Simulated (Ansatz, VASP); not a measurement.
One calculation of Cr, two programs

INCAR

```
SYSTEM = Cr
ALGO = Fast
EDIFF = 1E-7
ENCUT = 520
GGA = PS
ISIF = 2
ISMEAR = 0
LASPH = .True.
LCHARG = .False.
LREAL = .False.
LWAVE = .False.
NBANDS = 12
NELM = 100
PREC = Accurate
SIGMA = 0.15
```

File KPOINTS:

```
k-points
0
Gamma
  24 24 24
  0 0 0
```

Contents of POSCAR:

```
Cr
1.0
   -1.5861450000      1.4419500000      1.4419500000
    1.5861450000     -1.4419500000      1.4419500000
    1.5861450000      1.4419500000     -1.4419500000
Cr
1
Direct
    0.0000000000      0.0000000000      0.0000000000
```

Input for Ansatz:

```yaml
crystal:
  lattice:
    - [-1.586145, 1.44195, 1.44195]
    - [1.586145, -1.44195, 1.44195]
    - [1.586145, 1.44195, -1.44195]
  atoms:
    - { symbol: Cr, position: [0.0, 0.0, 0.0] }
basis:
  ecutwfc: 420
kpoints:
  mp_grid: { grid: [24, 24, 24] }
hamiltonian:
  xc: pbesol
scf:
  occupations: { method: gaussian, width: 0.15 }
output:
  forces: true
  stress: true
  eigenvalues: true
```

Change from the starting cell: strain +0.1000 x Voigt [1, 0, 0, 0, 0, 0], atoms carried along.

Alike in both runs: task single point; functional PBEsol; k mesh 24 × 24 × 24; occupations gaussian, width 0.15 eV; no spin polarisation.

```csv
,VASP,Ansatz
version,VASP 6.6.1,Ansatz 0.2.0
potentials or method,"VASP PAW PBE potentials, release 64 (Cr_pv), cutoff 520 eV","scalar-relativistic, plane waves, PAW"
valence electrons in the cell,12,14
```

Ansatz gave:

```
gap on the k mesh at the Fermi level (eV)                     : none
pressure (GPa)                                                : -32.0
traceless stress, the component that is largest in VASP (GPa) : -13.92
```

Question: Estimate VASP's values.

Answer: gap on the k mesh at the Fermi level (eV): none; pressure (GPa): -32.3; traceless stress, the component that is largest in VASP (GPa): -13.80.

VASP's potentials were made for PBE, not for PBEsol. A gap of «none» marks a metal or a gap that the smearing closes. Both programs put the cell under strong tension, so it lies far from rest at this level. The functional is the same, so the differences come from potentials, cutoffs and numerics. VASP's potentials hold 12 valence electrons a cell and Ansatz's 14, so a difference there can come from the potentials and not from the codes.

Noted on VASP's run: the cell as given lies far from equilibrium.
